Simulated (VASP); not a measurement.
Input of a VASP 6.6.1 run:

Contents of INCAR:

```
SYSTEM = Ge5F
PREC     = Accurate       ! precision mode
ENCUT    = 520            ! plane-wave cutoff, eV
EDIFF    = 1E-6           ! SCF threshold, eV
ISMEAR   = 0              ! smearing method
SIGMA    = 0.1            ! smearing width, eV
LREAL    = .False.        ! projectors in reciprocal space
LASPH    = .True.         ! aspherical terms in the spheres
NELM     = 60             ! most SCF steps
ALGO     = Normal         ! electronic algorithm
ISIF     = 2              ! what is computed and relaxed
LWAVE    = .False.        ! write WAVECAR
LCHARG   = .False.        ! write CHGCAR
GGA      = PE             ! functional
NBANDS   = 48             ! bands
```

The input KPOINTS:

```
regular mesh
0
Gamma
  6 6 10
  0 0 0
```

POSCAR

```
Ge5F
1.0
    4.2076203917     -4.2236176902      0.0000000000
    4.2076203917      4.2236176902      0.0000000000
    0.0000000000      0.0000000000      4.1234601840
Ge F
5 1
Direct
    0.2914038287      0.0004966840      0.5000000000
    0.7085961713      0.9995033160      0.5000000000
    0.9995033160      0.7085961713      0.5000000000
    0.0004966840      0.2914038287      0.5000000000
    0.5000000000      0.5000000000      0.0000000000
    0.5000000000      0.5000000000      0.5000000000
```

Potentials or basis: VASP PAW PBE potentials, release 64 (Ge_d, F).

Command:

```sh
$ cat potpaw_PBE.64/Ge_d/POTCAR potpaw_PBE.64/F/POTCAR > POTCAR
$ mpirun -np 1 vasp_std > vasp.out
```

Predict the band gap on the k mesh.

zero (an odd number of electrons rules out a gap without spin polarisation).

Predict the pressure.

0.0 GPa.

Stress tensor (GPa, compression positive):
```
-0.06  0.00  0.00
 0.00 -0.11  0.00
 0.00  0.00  0.08
```

Caveat: an odd number of electrons without spin polarisation forces a metal; a magnetic or distorted state may lie lower.
